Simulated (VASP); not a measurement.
Write the native input for VASP 6.6.1 that does the following.

| Item | Value |
| --- | --- |
| Task | single point |
| Functional | PBE |
| Potentials or basis | VASP PAW PBE potentials, release 64 (Rb_sv, Br) |
| Cutoff | 520 eV |
| k mesh | 1 × 1 × 10 |
| Occupations | gaussian, width 0.05 eV |
| Spin | collinear spin, ferromagnetic start |
| Starting moments | [0.5, 0.5] μB |
| Dipole correction | no |
| Further INCAR settings | ALGO = Normal; EDIFF = 1e-07; NBANDS = 19 |

The structure of RbBr lies in POSCAR:

```
RbBr
1.0
    9.0000000000      0.0000000000      0.0000000000
    0.0000000000      9.3000000000      0.0000000000
    0.0000000000      0.0000000000      6.3156225742
Rb Br
1 1
Direct
    0.5000000000      0.5000000000      0.0000000000
    0.5000000000      0.5000000000      0.5000000000
```

These files were run (other wordings do the same):

INCAR

```
ALGO     = Normal         # electronic algorithm
EDIFF    = 1E-7           # SCF threshold, eV
ENCUT    = 520            # plane-wave cutoff, eV
GGA      = PE             # functional
ISIF     = 2              # what is computed and relaxed
ISMEAR   = 0              # smearing method
ISPIN    = 2              # spin polarisation
LASPH    = T              # aspherical terms in the spheres
LCHARG   = F              # write CHGCAR
LORBIT   = 11             # projections on sites
LREAL    = F              # projectors in reciprocal space
LWAVE    = F              # write WAVECAR
MAGMOM   = 0.5 0.5        # initial moments
NBANDS   = 19             # bands
NELM     = 150            # most SCF steps
PREC     = Accurate       # precision mode
SIGMA    = 0.05           # smearing width, eV
```

KPOINTS

```
k-points
0
Gamma
  1 1 10
```

Potentials or basis: VASP PAW PBE potentials, release 64 (Rb_sv, Br).

Command:

```sh
$ cat potpaw_PBE.64/Rb_sv/POTCAR potpaw_PBE.64/Br/POTCAR > POTCAR
$ mpirun -np 1 vasp_std > vasp.out
```

It gave:

```json
{"Band gap on the k mesh": "3.93 eV, direct", "Net moment": "0.00 μB per cell", "Valence electrons inside the program's atomic spheres": "Rb 7.31; Br 4.88"}
```

Run time: 3.8 min on 1 thread of Intel Xeon 6975P-C (shared host), peak memory 0.74 GiB.
